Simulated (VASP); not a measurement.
A run of VASP 6.6.1 is set up as follows.

INCAR

```
ALGO = Normal
EDIFF = 1E-7
ENCUT = 520
GGA = PS
ISIF = 2
ISMEAR = 0
LASPH = True
LCHARG = True
LELF = True
LREAL = False
LVHAR = True
LWAVE = False
NBANDS = 31
NELM = 60
PREC = Accurate
SIGMA = 0.02
```

Contents of KPOINTS:

```
k-points
0
Gamma
  6 8 4
```

Contents of POSCAR:

```
Al3GaN4
1.0
    4.8729522965      0.0000000000     -0.0004370444
    0.0000000000      3.0383551563      0.0000000000
   -0.0037161496      0.0000000000      5.2568765076
Al Ga N
3 1 4
Direct
    0.5009141479      0.5000000000      0.1675681202
    0.0017896324      0.5000000000      0.8351072481
    0.0018198823      0.0000000000      0.3313828429
    0.4994432861      0.0000000000      0.6659194473
    0.1098954998      0.0000000000      0.6662489775
    0.1221870285      0.5000000000      0.1674038303
    0.6246576279      0.5000000000      0.8402740467
    0.6228918950      0.0000000000      0.3260964869
```

Potentials or basis: VASP PAW PBE potentials, release 64 (Al, Ga_d, N).

Launch:

```sh
$ cat potpaw_PBE.64/Al/POTCAR potpaw_PBE.64/Ga_d/POTCAR potpaw_PBE.64/N/POTCAR > POTCAR
$ mpirun -np 1 vasp_std > vasp.out
```

**Question.** Estimate the pressure.

**Answer.** 22.6 GPa.

**Question.** What does it give for the largest force?

**Answer.** 0.041 eV/Å.

**Question.** What does it give for the band gap on the k mesh?

**Answer.** 4.25 eV.

Stress tensor (GPa, compression positive):
```
22.66  0.00 -0.01
 0.00 22.54  0.00
-0.01  0.00 22.55
```

Caveat: the cell stands under pressure; the PAW data sets were made with another functional, which shifts forces and pressure a little. A k mesh can miss the band edges.
